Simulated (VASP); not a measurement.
# SbO5 (P6/mmm) in VASP: notebook

The runs below take SbO5 through single point, with PBE.

Program: VASP 6.6.1. These are calculated values, not measurements. Logs are shortened: lines on timing, memory, paths and dates and some standing lists are left out, and cuts for length are marked.

### Step 1. The cell of the first run

It takes space group P6/mmm (No. 191, hexagonal). The conventional cell has a = 3.762 Å, b = 3.762 Å, c = 5.843 Å, α = 90.00°, β = 90.00°, γ = 120.00°. Sb (site symmetry 6/mmm) has 6 O at 2.17 Å within 2.9 Å. Within 2.5 Å of O (site symmetry mmm) lie 4 O at 1.88 Å. O (site symmetry -6m2) has 3 Sb at 2.17 Å and 3 O at 2.17 Å within 2.9 Å.

The cell was generated, and may not be a known phase.

### Step 2. Single point, PBE

INCAR reads:

```
PREC = Accurate ; ENCUT = 520
EDIFF = 1E-6 ; ISMEAR = 0
SIGMA = 0.1 ; LREAL = False
LASPH = True ; NELM = 80
ALGO = Normal ; ISIF = 2
LWAVE = False ; LCHARG = True
GGA = PE ; LELF = True
LVHAR = True ; NBANDS = 26
```

KPOINTS reads:

```
Automatic mesh
0
Gamma
  6 6 4
```

POSCAR reads:

```
SbO5
1.0
    3.7619772453      0.0000000000      0.0000000000
   -1.8809886226      3.2579678629      0.0000000000
    0.0000000000      0.0000000000      5.8430370119
Sb O
1 5
Direct
    0.0000000000      0.0000000000      0.0000000000
    0.0000000000      0.5000000000      0.5000000000
    0.5000000000      0.5000000000      0.5000000000
    0.3333333333      0.6666666667      0.0000000000
    0.5000000000      0.0000000000      0.5000000000
    0.6666666667      0.3333333333      0.0000000000
```

Potentials or basis: VASP PAW PBE potentials, release 64 (Sb, O).

Command:

```bash
$ cat potpaw_PBE.64/Sb/POTCAR potpaw_PBE.64/O/POTCAR > POTCAR
$ mpirun -np 1 vasp_std > vasp.out
```

OUTCAR:

```text
PREC = Accurate
   ENCUT = 520
   EDIFF = 1E-6
   ISMEAR = 0
   LREAL = False
   LASPH = True
   NELM = 80
   ISIF = 2
   GGA = PE

 ion  position               nearest neighbor table
   1  0.000  0.000  0.000-   4 2.17   6 2.17   4 2.17   6 2.17   6 2.17   4 2.17
   2  0.000  0.500  0.500-   3 1.88   3 1.88   5 1.88   5 1.88
   3  0.500  0.500  0.500-   5 1.88   5 1.88   2 1.88   2 1.88
   4  0.333  0.667  0.000-   1 2.17   1 2.17   1 2.17
   5  0.500  0.000  0.500-   3 1.88   3 1.88   2 1.88   2 1.88
   6  0.667  0.333  0.000-   1 2.17   1 2.17   1 2.17

  LATTYP: Found a hexagonal cell.
 ALAT       =     3.7619772453
 C/A-ratio  =     1.5531824439

  Lattice vectors:

 A1 = (   3.7619772453,   0.0000000000,   0.0000000000)
 A2 = (  -1.8809886226,   3.2579678629,   0.0000000000)
 A3 = (   0.0000000000,   0.0000000000,   5.8430370119)

Analysis of symmetry for initial positions (statically):
=====================================================================
 Subroutine PRICEL returns:
 Original cell was already a primitive cell.

 Routine SETGRP: Setting up the symmetry group for a
 hexagonal supercell.

 Subroutine GETGRP returns: Found 24 space group operations
 (whereof 24 operations were pure point group operations)
 out of a pool of 24 trial point group operations.

The static configuration has the point symmetry D_6h.

Analysis of symmetry for dynamics (positions and initial velocities):
=====================================================================
 Subroutine PRICEL returns:
 Original cell was already a primitive cell.

 Routine SETGRP: Setting up the symmetry group for a
 hexagonal supercell.

 Subroutine GETGRP returns: Found 24 space group operations
 (whereof 24 operations were pure point group operations)
 out of a pool of 24 trial point group operations.

The dynamic configuration has the point symmetry D_6h.

 Subroutine INISYM returns: Found 24 space group operations
 (whereof 24 operations are pure point group operations),
 and found     1 'primitive' translations

----------------------------------------------------------------------------------------

                                     Primitive cell

  volume of cell :      71.6146

  direct lattice vectors                    reciprocal lattice vectors
     3.761977245  0.000000000  0.000000000     0.265817663  0.153469899  0.000000000
    -1.880988623  3.257967863  0.000000000     0.000000000  0.306939799  0.000000000
[... 92 lines left out ...]
   NSW    =      0    number of steps for IOM
   IBRION =     -1    ionic relax: 0-MD 1-quasi-New 2-CG
   NFREE  =      0    steps in history (QN), initial steepest desc. (CG)
   ISIF   =      2    stress and relaxation
   ISYM   =      2    0-nonsym 1-usesym 2-fastsym
   POTIM  = 0.5000    time-step for ionic-motion
   TEBEG  =    0.0;   TEEND  =   0.0 temperature during run
   PSTRESS=    0.0 pullay stress
   NELECT =      35.0000    total number of electrons
   NUPDOWN=      -1.0000    fix difference up-down
   EMIN   =  10.00;   EMAX   =-10.00  energy-range for DOS
   EFERMI =   0.00;   METHOD = LEGACY
   ISMEAR =     0;   SIGMA  =   0.10  broadening in eV -4-tet -1-fermi 0-gaus
   EFERMI_NEDOS =   21; number of points for ismear=-14 and -15
   IALGO  =     38    algorithm
   IMIX   =      4    mixing-type and parameters
     AMIX     =   0.40;   BMIX     =  1.00
     AMIX_MAG =   1.60;   BMIX_MAG =  1.00
  volume/ion in A,a.u.               =      11.94        80.55
  Fermi-wavevector in a.u.,A,eV,Ry     =   1.289527  2.436852 22.624841  1.662879
  Thomas-Fermi vector in A             =   2.421414
   LORBIT       =      0    0 simple, 1 ext, 2 COOP (PROOUT), +10 PAW based schemes
   GGA     = PE    functional components
   LHFCALC =     F    Hartree Fock is set to
   AEXX    =    0.0000 exact exchange contribution
   IVDW    =     0    specifies the selected vdW correction
   LEPSILON=     F    determine dielectric tensor
   LRPA    =     F    only Hartree local field effects (RPA)
 non-spin polarized calculation
 Gauss-broadening in eV      SIGMA  =   0.10
  energy-cutoff  :      520.00
  volume of cell :       71.61
 maximum number of plane-waves:      1944
 NGX is ok and might be reduce to    28
   NGX = 13   NGY = 13   NGZ = 21

 number of electron      34.9999992 magnetization

 Free energy of the ion-electron system (eV)
  ---------------------------------------------------
  ext. energy  EPLUGINS =         0.00000000
  ---------------------------------------------------
  free energy    TOTEN  =       -24.66989571 eV

  energy without entropy =      -24.64043133  energy(sigma->0) =      -24.65516352

 E-fermi :   3.3669     XC(G=0): -10.3737

 val. band max:        3.3595269774   @ k =   0.1667   0.0000   0.2500
 cond. band min:       3.3716028184   @ k =   0.0000   0.0000   0.0000
 fundamental gap:      0.0120758410
 Fermi energy:         3.3669072712

 k-point     1 :       0.0000    0.0000    0.0000
  band No.  band energies     occupation
      1     -17.2890      2.00000
      2     -16.6034      2.00000
      3     -12.3066      2.00000
      4     -11.2429      2.00000
      5     -11.2429      2.00000
      6      -4.5774      2.00000
[... 598 lines left out ...]
     25      14.4206      0.00000
     26      14.4206      0.00000

------------------------ aborting loop because EDIFF is reached ----------------------------------------

  FORCE on cell =-STRESS in cart. coord.  units (eV):
  Direction    XX          YY          ZZ          XY          YZ          ZX
  --------------------------------------------------------------------------------------
  -------------------------------------------------------------------------------------
  Total       -0.2638060     -0.2638060      0.0529444     -0.0000000      0.0000000     -0.0000000
  in kB       -5.9019252     -5.9019252      1.1844824     -0.0000000      0.0000000     -0.0000000
  external PRESSURE =      -3.5397893 kB  Pullay stress =       0.0000000 kB

 VOLUME and BASIS-vectors are now :
 -----------------------------------------------------------------------------
  energy-cutoff  :      520.00
  volume of cell :       71.61
      direct lattice vectors                 reciprocal lattice vectors
     3.761977245  0.000000000  0.000000000     0.265817663  0.153469899  0.000000000
    -1.880988623  3.257967863  0.000000000     0.000000000  0.306939799  0.000000000
     0.000000000  0.000000000  5.843037012     0.000000000  0.000000000  0.171143876

 POSITION                                       TOTAL-FORCE (eV/Angst)
 -----------------------------------------------------------------------------------
      0.00000      0.00000      0.00000        -0.000000      0.000000      0.000000
     -0.94049      1.62898      2.92152        -0.000000      0.000000      0.000000
      0.94049      1.62898      2.92152        -0.000000      0.000000      0.000000
     -0.00000      2.17198      0.00000        -0.000000      0.000000     -0.000000
      1.88099      0.00000      2.92152        -0.000000      0.000000      0.000000
      1.88099      1.08599      0.00000         0.000000     -0.000000      0.000000
 -----------------------------------------------------------------------------------
    total drift:                                0.000000     -0.000000      0.000000

  FREE ENERGIE OF THE ION-ELECTRON SYSTEM (eV)
  ---------------------------------------------------
  free  energy   TOTEN  =       -24.6698957122 eV

  energy  without entropy=      -24.6404313325  energy(sigma->0) =      -24.65516352
```

stdout:

```text
POSCAR found type information on POSCAR SbO
 POSCAR found :  2 types and       6 ions
 scaLAPACK will be used
 LDA part: xc-table for (Slater+PW92), standard interpolation
 POSCAR, INCAR and KPOINTS ok, starting setup
 FFT: planning ... GRIDC
 FFT: planning ... GRID_SOFT
 FFT: planning ... GRID
 WAVECAR not read
 entering main loop
```

It took 22 s on 1 thread of AMD EPYC 9R45 (Zen 5), shared host; peak memory 0.16 GiB.

What came out:

| Property | Result |
| --- | --- |
| Free energy | -24.6699 eV |
| Pressure | -0.4 GPa |
| Band gap on the k mesh | zero (an odd number of electrons rules out a gap without spin polarisation) |

Caveat: spin-orbit coupling is left out, which moves the levels of the heavy elements; an odd number of electrons without spin polarisation forces a metal; a magnetic or distorted state may lie lower.

### Step 3. Single point, PBE

This run uses another cell than the first one, of 13.71 Å³/atom.

INCAR is that of step 2.

KPOINTS is that of step 2.

POSCAR reads:

```
SbO5
1.0
    4.8689799200      0.0000000000      0.0000000000
   -2.4344899600      4.2166603000      0.0000000000
    0.0000000000      0.0000000000      4.0072364400
Sb O
1 5
Direct
    0.0000000000      0.0000000000      0.0000000000
    0.0000000000      0.5000000000      0.5000000000
    0.5000000000      0.5000000000      0.5000000000
    0.3333333300      0.6666666700      0.0000000000
    0.5000000000      0.0000000000      0.5000000000
    0.6666666700      0.3333333300      0.0000000000
```

Potentials or basis: VASP PAW PBE potentials, release 64 (Sb, O).

Command:

```bash
$ cat potpaw_PBE.64/Sb/POTCAR potpaw_PBE.64/O/POTCAR > POTCAR
$ mpirun -np 1 vasp_std > vasp.out
```

OUTCAR:

```text
PREC = Accurate
   ENCUT = 520
   EDIFF = 1E-6
   ISMEAR = 0
   LREAL = False
   LASPH = True
   NELM = 80
   ISIF = 2
   GGA = PE

 ion  position               nearest neighbor table
   1  0.000  0.000  0.000-   4 2.81   6 2.81   4 2.81   6 2.81   6 2.81   4 2.81
   2  0.000  0.500  0.500-
   3  0.500  0.500  0.500-
   4  0.333  0.667  0.000-   1 2.81   1 2.81   1 2.81
   5  0.500  0.000  0.500-
   6  0.667  0.333  0.000-   1 2.81   1 2.81   1 2.81

[... 808 lines left out ...]
  --------------------------------------------------------------------------------------
  -------------------------------------------------------------------------------------
  Total      -12.8323200    -12.8323200     -7.6108391      0.0000000     -0.0000000      0.0000000
  in kB     -249.8988144   -249.8988142   -148.2147946      0.0000000     -0.0000000      0.0000000
  external PRESSURE =    -216.0041411 kB  Pullay stress =       0.0000000 kB

 VOLUME and BASIS-vectors are now :
 -----------------------------------------------------------------------------
  energy-cutoff  :      520.00
  volume of cell :       82.27
      direct lattice vectors                 reciprocal lattice vectors
     4.868979920  0.000000000  0.000000000     0.205381829  0.118577254  0.000000000
    -2.434489960  4.216660300  0.000000000     0.000000000  0.237154508  0.000000000
     0.000000000  0.000000000  4.007236440     0.000000000  0.000000000  0.249548539

 POSITION                                       TOTAL-FORCE (eV/Angst)
 -----------------------------------------------------------------------------------
      0.00000      0.00000      0.00000         0.000000      0.000000      0.000000
     -1.21724      2.10833      2.00362         0.000000      0.000000      0.000000
      1.21724      2.10833      2.00362         0.000000      0.000000      0.000000
     -0.00000      2.81111      0.00000        -0.000000     -0.000000     -0.000000
      2.43449      0.00000      2.00362        -0.000000      0.000000      0.000000
      2.43449      1.40555      0.00000         0.000000      0.000000      0.000000
 -----------------------------------------------------------------------------------
    total drift:                                0.000000      0.000000      0.000000

  FREE ENERGIE OF THE ION-ELECTRON SYSTEM (eV)
  ---------------------------------------------------
  free  energy   TOTEN  =       -19.4286894179 eV

  energy  without entropy=      -19.3877313084  energy(sigma->0) =      -19.40821036
```

OSZICAR:

```text
N       E                     dE             d eps       ncg     rms          rms(c)
DAV:   1     0.202044786593E+03    0.20204E+03   -0.16889E+04  1092   0.120E+03
DAV:   2    -0.810492033038E+01   -0.21015E+03   -0.19935E+03  1488   0.259E+02
DAV:   3    -0.225029751131E+02   -0.14398E+02   -0.13775E+02  1140   0.714E+01
DAV:   4    -0.226593404442E+02   -0.15637E+00   -0.15617E+00  1160   0.844E+00
DAV:   5    -0.226612595765E+02   -0.19191E-02   -0.19188E-02  1154   0.937E-01    0.933E+00
DAV:   6    -0.208108918365E+02    0.18504E+01   -0.65363E+00  1114   0.155E+01    0.137E+01
DAV:   7    -0.204464032111E+02    0.36449E+00   -0.14604E+01  1198   0.135E+01    0.873E+00
DAV:   8    -0.195409474008E+02    0.90546E+00   -0.73846E-01  1144   0.610E+00    0.324E+00
DAV:   9    -0.194450351260E+02    0.95912E-01   -0.26141E-01  1132   0.324E+00    0.133E+00
DAV:  10    -0.194321562317E+02    0.12879E-01   -0.43685E-02  1118   0.130E+00    0.461E-01
DAV:  11    -0.194299169764E+02    0.22393E-02   -0.13259E-02  1130   0.648E-01    0.268E-01
DAV:  12    -0.194289456611E+02    0.97132E-03   -0.31363E-03  1142   0.308E-01    0.152E-01
DAV:  13    -0.194287158544E+02    0.22981E-03   -0.56792E-04  1128   0.134E-01    0.316E-02
DAV:  14    -0.194286933128E+02    0.22542E-04   -0.82996E-05  1122   0.563E-02    0.220E-02
DAV:  15    -0.194286890819E+02    0.42309E-05   -0.74243E-06  1162   0.160E-02    0.769E-03
DAV:  16    -0.194286894179E+02   -0.33601E-06   -0.76412E-07   630   0.559E-03
   1 F= -.19428689E+02 E0= -.19408210E+02  d E =-.409581E-01
```

Wall time 27 s (1 thread of AMD EPYC 9R45 (Zen 5), shared host); peak memory 0.17 GiB.

Results:

| Quantity | Value |
| --- | --- |
| Free energy | -19.4287 eV |
| Pressure | -21.6 GPa |
| Band gap on the k mesh | zero (an odd number of electrons rules out a gap without spin polarisation) |

Caveat: the k points lie up to 0.39 Å⁻¹ apart, too coarse for converged energies and pressures of a metal; spin-orbit coupling is left out, which moves the levels of the heavy elements; an odd number of electrons without spin polarisation forces a metal; a magnetic or distorted state may lie lower.

### Step 4. Single point, PBE

This run uses another cell than the first one, of 11.98 Å³/atom.

INCAR reads:

```
ALGO = Normal ; EDIFF = 1E-6
ENCUT = 520 ; GGA = PE
ISIF = 2 ; ISMEAR = 0
LASPH = T ; LCHARG = F
LREAL = F ; LWAVE = F
NBANDS = 26 ; NELM = 80
PREC = Accurate ; SIGMA = 0.1
```

KPOINTS reads:

```
k-points
0
Gamma
  12 12 6
```

POSCAR reads:

```
SbO5
1.0
    3.7651934885      0.0000000000      0.0000000000
   -1.8825967442      3.2607532112      0.0000000000
    0.0000000000      0.0000000000      5.8527503535
Sb O
1 5
Direct
    0.0000000000      0.0000000000      0.0000000000
    0.0000000000      0.5000000000      0.5000000000
    0.5000000000      0.5000000000      0.5000000000
    0.3333333333      0.6666666667      0.0000000000
    0.5000000000      0.0000000000      0.5000000000
    0.6666666667      0.3333333333      0.0000000000
```

Command:

```bash
$ cat potpaw_PBE.64/Sb/POTCAR potpaw_PBE.64/O/POTCAR > POTCAR
$ mpirun -np 1 vasp_std > vasp.out
```

It took 88 s on 1 thread of AMD EPYC 9R45 (Zen 5), shared host; peak memory 0.23 GiB.

It converged, with:

```yaml
Free_energy: -24.4132 eV
Pressure: -0.5 GPa
Band_gap_on_the_k_mesh: zero (an odd number of electrons rules out a gap without spin polarisation)
```

Stress tensor (GPa, compression positive):
```
-0.68  0.00  0.00
 0.00 -0.68  0.00
 0.00  0.00 -0.25
```

Levels at points of the mesh, in eV from the Fermi level:
```
           k point  band 15  band 16  band 17  band 18  band 19  band 20  band 21  band 22
(0.00, 0.00, 0.00)    -2.80    -0.59    -0.01    -0.01     2.83     3.47     3.97     3.97
(0.50, 0.00, 0.00)    -0.94    -0.91    -0.75    -0.22    -0.14     0.87     1.57     3.73
(0.00, 0.00, 0.50)    -3.49    -0.56     0.03     0.03     2.83     2.99     3.97     3.97
(0.50, 0.00, 0.50)    -1.20    -0.91    -0.74    -0.23    -0.09     0.84     1.61     3.73
```

Caveat: spin-orbit coupling is left out, which moves the levels of the heavy elements; an odd number of electrons without spin polarisation forces a metal; a magnetic or distorted state may lie lower.

### Step 5. Overview

```csv
cell,k mesh,gap on the mesh (eV),pressure (GPa)
"a = 3.762, b = 3.762, c = 5.843 Å, angles 90.0, 90.0, 120.0°, 6 atoms",6 × 6 × 4,none,-0.4
"a = 4.869, b = 4.869, c = 4.007 Å, angles 90.0, 90.0, 120.0°, 6 atoms",6 × 6 × 4,none,-21.6
"a = 3.765, b = 3.765, c = 5.853 Å, angles 90.0, 90.0, 120.0°, 6 atoms",12 × 12 × 6,none,-0.5
```

Alike in all rows: task single point; level PBE; potentials or basis VASP PAW PBE potentials, release 64 (Sb, O); no spin polarisation; cutoff (eV) 520; smearing gaussian 0.1 eV.

Caveats: some runs use coarse meshes; spin-orbit coupling is left out, which moves the levels of the heavy elements; an odd number of electrons without spin polarisation forces a metal; a magnetic or distorted state may lie lower.

Total energies depend on the potentials used, so only differences within one code and one set of settings carry meaning.

The gap in the log of VASP goes by the Fermi energy; the results here count the filled bands.